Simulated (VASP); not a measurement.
Pb, 1 atom in the cell. The structure is cubic, space group Fm-3m (No. 225). The conventional cell has a = 4.939 Å, b = 4.939 Å, c = 4.939 Å, α = 90.00°, β = 90.00°, γ = 90.00°. Within 4.6 Å of Pb (site symmetry m-3m) lie 12 Pb at 3.49 Å.  This cell differs from its parent crystal: volume scaled by 0.94.

```yaml
Program: VASP 6.6.1
Task: single point
Functional: PBE
Potentials_or_basis: VASP PAW PBE potentials, release 64 (Pb_d)
Cutoff: 520 eV
k_mesh: 14 × 14 × 14
Occupations: gaussian, width 0.1 eV
Spin: no spin polarisation
Dipole_correction: no
Further_INCAR_settings: ALGO = Fast; EDIFF = 1e-06; NBANDS = 13
```

Potentials or basis: VASP PAW PBE potentials, release 64 (Pb_d).

The run is started by

```sh
$ cat potpaw_PBE.64/Pb_d/POTCAR > POTCAR
$ mpirun -np 1 vasp_std > vasp.out
```

Hardware: 1 thread of Intel(R) Xeon(R) 6975P-C (Granite Rapids) (shared host).

Question: Estimate the wall time of this run.

Answer: Wall time 22 s on 1 thread of Intel(R) Xeon(R) 6975P-C (Granite Rapids), on a shared host, peak memory 0.18 GiB. Counts: scf iterations 12, k points 104.
